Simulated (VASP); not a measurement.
# SrO in VASP: notebook, part 3 of 3

VASP 6.6.1.

**6. Single point, PBE (atoms moved at random)**

The input, INCAR:

```
PREC = Accurate ; ENCUT = 450
EDIFF = 1E-7 ; ISMEAR = 0
SIGMA = 0.02 ; LREAL = F
LASPH = T ; ALGO = Normal
NELM = 100 ; ISIF = 2
LWAVE = F ; LCHARG = F
```

The input, KPOINTS:

```
k-points
0
Gamma
  8 8 8
```

The input, POSCAR:

```
SrO
1.0
    0.0000000000      2.5663000000      2.5663000000
    2.5663000000      0.0000000000      2.5663000000
    2.5663000000      2.5663000000      0.0000000000
Sr O
1 1
Direct
    0.5069550000      0.4928200000      0.5033120000
    0.0076760000     -0.0009740000     -0.0034280000
```

Potentials or basis: VASP PAW PBE potentials, release 64 (Sr_sv, O).

The run is started by

```
cat potpaw_PBE.64/Sr_sv/POTCAR potpaw_PBE.64/O/POTCAR > POTCAR
mpirun -np 1 vasp_std > vasp.out
```

OUTCAR:

```text
PREC = Accurate
   ENCUT = 450
   EDIFF = 1E-7
   ISMEAR = 0
   LREAL = F
   LASPH = T
   NELM = 100
   ISIF = 2

 Found    260 irreducible k-points:

 Following reciprocal coordinates:
            Coordinates               Weight
  0.000000  0.000000  0.000000      1.000000
  0.125000  0.000000  0.000000      2.000000
  0.000000  0.125000  0.000000      2.000000
  0.000000  0.000000  0.125000      2.000000
  0.125000  0.125000  0.125000      2.000000
  0.250000  0.000000  0.000000      2.000000
   k-points           NKPTS =    260   k-points in BZ     NKDIM =    260   number of bands    NBANDS=     12
   number of dos      NEDOS =    301   number of ions     NIONS =      2
   total plane-waves  NPLWV =  21952
   dimension x,y,z NGX =    28 NGY =   28 NGZ =   28
   dimension x,y,z NGXF=    56 NGYF=   56 NGZF=   56
   ions per type =               1   1
   NGX,Y,Z   is equivalent  to a cutoff of  12.83, 12.83, 12.83 a.u.
   NGXF,Y,Z  is equivalent  to a cutoff of  25.65, 25.65, 25.65 a.u.
 SYSTEM =  unknown system
   PREC   = accura    normal or accurate (medium, high low for compatibility)
   ISTART =      0    job   : 0-new  1-cont  2-samecut
   ICHARG =      2    charge: 1-file 2-atom 10-const
   ISPIN  =      1    spin polarized calculation?
   LNONCOLLINEAR =      F non collinear calculations
   LSORBIT =      F    spin-orbit coupling
   LASPH  =      T    aspherical Exc in radial PAW
   ENCUT  =  450.0 eV  33.07 Ry    5.75 a.u.   6.28  6.28  6.28*2*pi/ulx,y,z
   NELM   =    100;   NELMIN=  2; NELMDL= -5     # of ELM steps
   EDIFF  = 0.1E-06   stopping-criterion for ELM
   LREAL  =      F    real-space projection
   EDIFFG = 0.1E-05   stopping-criterion for IOM
   NSW    =      0    number of steps for IOM
   IBRION =     -1    ionic relax: 0-MD 1-quasi-New 2-CG
   NFREE  =      0    steps in history (QN), initial steepest desc. (CG)
   ISIF   =      2    stress and relaxation
   ISYM   =      2    0-nonsym 1-usesym 2-fastsym
   POTIM  = 0.5000    time-step for ionic-motion
   TEBEG  =    0.0;   TEEND  =   0.0 temperature during run

   SCALEE = 1.0000    scale energy and forces
   PSTRESS=    0.0 pullay stress
   NELECT =      16.0000    total number of electrons
   NUPDOWN=      -1.0000    fix difference up-down
   EMIN   =  10.00;   EMAX   =-10.00  energy-range for DOS
   EFERMI =   0.00;   METHOD = LEGACY
   ISMEAR =     0;   SIGMA  =   0.02  broadening in eV -4-tet -1-fermi 0-gaus
   EFERMI_NEDOS =   21; number of points for ismear=-14 and -15
   IALGO  =     38    algorithm
   IMIX   =      4    mixing-type and parameters
     AMIX     =   0.40;   BMIX     =  1.00
     AMIX_MAG =   1.60;   BMIX_MAG =  1.00
  volume/ion in A,a.u.               =      16.90       114.06
  Fermi-wavevector in a.u.,A,eV,Ry     =   1.275843  2.410995 22.147245  1.627777
  Thomas-Fermi vector in A             =   2.408533
   LORBIT       =      0    0 simple, 1 ext, 2 COOP (PROOUT), +10 PAW based schemes
   GGA     = PE    functional components
   LHFCALC =     F    Hartree Fock is set to
   AEXX    =    0.0000 exact exchange contribution
   IVDW    =     0    specifies the selected vdW correction
   LEPSILON=     F    determine dielectric tensor
   LRPA    =     F    only Hartree local field effects (RPA)

   CSHIFT  =0.1000    complex shift for real part using Kramers Kronig

   OMEGAMAX=  -1.0    maximum frequency
 non-spin polarized calculation
 Gauss-broadening in eV      SIGMA  =   0.02
  energy-cutoff  :      450.00
  volume of cell :       33.80
 maximum number of plane-waves:       754
 NGX is ok and might be reduce to    28
   NGX = 13   NGY = 13   NGZ = 13

 number of electron      16.0000000 magnetization

 Free energy of the ion-electron system (eV)
  ---------------------------------------------------
  ext. energy  EPLUGINS =         0.00000000
  ---------------------------------------------------
  free energy    TOTEN  =       -12.03985715 eV

  energy without entropy =      -12.03985715  energy(sigma->0) =      -12.03985715

 E-fermi :   1.8236     XC(G=0): -10.0520

 val. band max:        1.6862833790   @ k =   0.0000   0.0000   0.0000
 cond. band min:       4.9529566450   @ k =   0.5000   0.5000   0.0000
 fundamental gap:      3.2666732660
 Fermi energy:         1.8235961967

 k-point     1 :       0.0000    0.0000    0.0000
  band No.  band energies     occupation
      1     -30.6808      2.00000
      2     -13.4085      2.00000
      3     -12.3121      2.00000
      4     -12.3120      2.00000
      5     -12.3106      2.00000
      6       1.6858      2.00000
      7       1.6859      2.00000
      8       1.6863      2.00000
      9       5.7101      0.00000
     10       7.9121      0.00000
     11       7.9144      0.00000
     12       7.9148      0.00000

 k-point     2 :       0.1250    0.0000    0.0000
  band No.  band energies     occupation
      1     -30.6604      2.00000
      2     -13.7757      2.00000
      3     -12.3249      2.00000
      4     -12.3244      2.00000
      5     -11.9930      2.00000
      6       1.2319      2.00000
      7       1.4873      2.00000
      8       1.4890      2.00000
      9       6.4089      0.00000
     10       7.7627      0.00000
     11       8.2203      0.00000
     12       8.2221      0.00000

 k-point     3 :       0.0000    0.1250    0.0000
  band No.  band energies     occupation
      1     -30.6604      2.00000
      2     -13.7755      2.00000
      3     -12.3246      2.00000
      4     -12.3244      2.00000
      5     -11.9935      2.00000
      6       1.2326      2.00000
      7       1.4874      2.00000
      8       1.4878      2.00000
      9       6.4086      0.00000
     10       7.7652      0.00000
     11       8.2195      0.00000
     12       8.2219      0.00000

 k-point     4 :       0.0000    0.0000    0.1250
  band No.  band energies     occupation
      1     -30.6604      2.00000
      2     -13.7755      2.00000
      3     -12.3246      2.00000
      4     -12.3244      2.00000
      5     -11.9936      2.00000
      6       1.2327      2.00000
      7       1.4873      2.00000
      8       1.4876      2.00000
      9       6.4086      0.00000
     10       7.7656      0.00000
     11       8.2196      0.00000
     12       8.2217      0.00000

 k-point     5 :       0.1250    0.1250    0.1250
  band No.  band energies     occupation
      1     -30.6604      2.00000
      2     -13.7757      2.00000
      3     -12.3250      2.00000
      4     -12.3244      2.00000
      5     -11.9930      2.00000
      6       1.2319      2.00000
      7       1.4873      2.00000
      8       1.4890      2.00000
      9       6.4089      0.00000
     10       7.7626      0.00000
     11       8.2203      0.00000
     12       8.2220      0.00000

 k-point     6 :       0.2500    0.0000    0.0000
  band No.  band energies     occupation
      1     -30.6107      2.00000
      2     -14.3525      2.00000
      3     -12.3544      2.00000
      4     -12.3540      2.00000
      5     -11.5382      2.00000
      6       0.4041      2.00000
      7       1.0582      2.00000
      8       1.0596      2.00000
      9       7.6934      0.00000
     10       7.9583      0.00000
     11       9.0536      0.00000
     12       9.0550      0.00000

 [... further k-points ...]

------------------------ aborting loop because EDIFF is reached ----------------------------------------

  FORCE on cell =-STRESS in cart. coord.  units (eV):
  Direction    XX          YY          ZZ          XY          YZ          ZX
  --------------------------------------------------------------------------------------
  -------------------------------------------------------------------------------------
  Total        0.6754887      0.6814598      0.6833966     -0.0000409      0.0009396      0.0001478
  in kB       32.0166873     32.2997046     32.3915050     -0.0019388      0.0445333      0.0070071
  external PRESSURE =      32.2359656 kB  Pullay stress =       0.0000000 kB

 VOLUME and BASIS-vectors are now :
 -----------------------------------------------------------------------------
  energy-cutoff  :      450.00
  volume of cell :       33.80
      direct lattice vectors                 reciprocal lattice vectors
     0.000000000  2.566300000  2.566300000    -0.194833028  0.194833028  0.194833028
     2.566300000  0.000000000  2.566300000     0.194833028 -0.194833028  0.194833028
     2.566300000  2.566300000  0.000000000     0.194833028  0.194833028 -0.194833028

 POSITION                                       TOTAL-FORCE (eV/Angst)
 -----------------------------------------------------------------------------------
      2.55637      2.59265      2.56572        -0.003157     -0.036702      0.042086
      5.12130      2.57720      2.58350         0.003157      0.036702     -0.042086
 -----------------------------------------------------------------------------------
    total drift:                               -0.000168      0.000173      0.000176

  FREE ENERGIE OF THE ION-ELECTRON SYSTEM (eV)
  ---------------------------------------------------
  free  energy   TOTEN  =       -12.0398571471 eV

  energy  without entropy=      -12.0398571471  energy(sigma->0) =      -12.03985715
```

Wall time 98 s (1 thread of Intel Xeon Platinum 8488C (Sapphire Rapids), shared host); peak memory 0.23 GiB.

Results:

```
Free energy            : -12.0399 eV
Largest force          : 0.056 eV/Å
Band gap on the k mesh : 3.27 eV (least direct gap 3.35 eV)
```

Forces in eV/Å, atoms in the order of the input:
```
Sr  -0.003 -0.037  0.042
O    0.003  0.037 -0.042
```

Levels at points of the mesh, in eV from the valence-band top:
```tsv
k point	band 4	band 5	band 6	band 7	band 8	band 9	band 10	band 11	band 12
(0.00, 0.00, 0.00)	-14.00	-14.00	0.00	0.00	0.00	4.02	6.23	6.23	6.23
(0.50, 0.00, 0.00)	-14.08	-12.81	-2.18	-1.15	-1.15	6.58	8.49	8.88	8.89
(0.00, 0.50, 0.00)	-14.08	-12.81	-2.18	-1.15	-1.15	6.58	8.50	8.88	8.89
(0.00, 0.00, 0.50)	-14.08	-12.81	-2.18	-1.15	-1.15	6.58	8.50	8.88	8.89
(0.50, 0.50, 0.50)	-14.08	-12.81	-2.18	-1.15	-1.15	6.58	8.49	8.88	8.89
(0.50, 0.50, 0.00)	-14.37	-14.37	-0.42	-0.09	-0.08	3.27	7.85	10.21	10.43
(0.00, 0.50, 0.50)	-14.37	-14.37	-0.42	-0.09	-0.08	3.27	7.85	10.21	10.44
(0.50, 0.00, 0.50)	-14.37	-14.37	-0.42	-0.09	-0.08	3.27	7.85	10.21	10.43
```

Caveat: the cell differs from its parent crystal (atoms moved at random); the cutoff is under 1.25 times the usual one of these potentials, so pressure, stress and relaxed cells hold a basis-set (Pulay) error.

**7. Summary**

```tsv
level	spin	cell	k mesh	cutoff (eV)	smearing	dipole correction	tolerance level	purpose	gap on the mesh (eV)	pressure (GPa)	largest force (eV/Å)
r2SCAN	non-collinear, zero start, SOC	a = 3.629 Å, angles 60.0°, 2 atoms, atomic positions A	7 × 7 × 7	520	fermi-dirac 0.05 eV	no	-	-	-	2.1	-
SCAN	off	a = 3.611, b = 3.611, c = 3.629 Å, angles 59.8, 59.8, 60.3°, 2 atoms, atomic positions B	8 × 8 × 8	520	gaussian 0.03 eV	-	screening	stress	3.67	2.7	0.16
SCAN	off	a = 3.611, b = 3.611, c = 3.629 Å, angles 59.8, 59.8, 60.3°, 2 atoms, atomic positions B	15 × 15 × 15	840	gaussian 0.03 eV	-	screening	stress	3.69	2.8	0.16
SCAN	off	a = 3.611, b = 3.611, c = 3.629 Å, angles 59.8, 59.8, 60.3°, 2 atoms, atomic positions B	3 × 3 × 3	520	gaussian 0.03 eV	-	screening	stress	4.17	2.4	0.14
PBE	off	a = 3.629 Å, angles 60.0°, 2 atoms, atomic positions C	8 × 8 × 8	450	gaussian 0.02 eV	-	-	-	3.27	-	0.06
```

Alike in all rows: task single point; potentials or basis VASP PAW PBE potentials, release 64 (Sr_sv, O).

Caveats: some runs use coarse meshes; the PAW data sets were made with another functional, which shifts forces and pressure a little (at least some runs); an odd mesh through Γ misses points on the zone boundary, where band edges can lie (at least some runs); the cutoff is under 1.25 times the usual one of these potentials, so pressure, stress and relaxed cells hold a basis-set (Pulay) error (at least some runs).

Absolute energies hang on the potentials; compare differences alone.
